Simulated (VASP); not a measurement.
Here is a VASP 6.6.1 calculation.

Contents of POSCAR:

```
MgS
1.0
    4.2955415433      0.0000000000      0.0000000000
   -2.1477707716      3.7200480996      0.0000000000
    0.0000000000      0.0000000000      5.2850911870
Mg S
2 2
Direct
    0.3333333333      0.6666666667      0.2500000000
    0.6666666667      0.3333333333      0.7500000000
    0.6666666667      0.3333333333      0.2500000000
    0.3333333333      0.6666666667      0.7500000000
```

File INCAR.step1:

```
ALGO = Normal
EDIFF = 1E-5
ENCUT = 520
GGA = PE
ISIF = 2
ISMEAR = 0
LASPH = True
LCHARG = False
LREAL = False
LWAVE = True
NBANDS = 16
NELM = 80
PREC = Accurate
SIGMA = 0.01
```

The input INCAR.step2:

```
ALGO = Normal
EDIFF = 1E-6
ENCUT = 520
GGA = PE
HFSCREEN = 0.2079
ISIF = 2
ISMEAR = 0
ISTART = 1
LASPH = True
LCHARG = False
LHFCALC = True
LREAL = False
LWAVE = False
NBANDS = 16
NELM = 80
PREC = Accurate
PRECFOCK = Normal
SIGMA = 0.01
```

Contents of KPOINTS:

```
k-points
0
Gamma
  6 6 4
```

Potentials or basis: VASP PAW PBE potentials, release 64 (Mg, S).

Command:

```bash
$ cat potpaw_PBE.64/Mg/POTCAR potpaw_PBE.64/S/POTCAR > POTCAR
$ cp INCAR.step1 INCAR
$ mpirun -np 1 vasp_std > vasp.out
$ cp INCAR.step2 INCAR
$ mpirun -np 1 vasp_std > vasp.out
```

(1) Estimate the pressure.

(2) Predict the band gap on the k mesh.

Results:

(1) -0.3 GPa.

(2) 3.99 eV.

Caveat: the PAW data sets were made with another functional, which shifts forces and pressure a little.
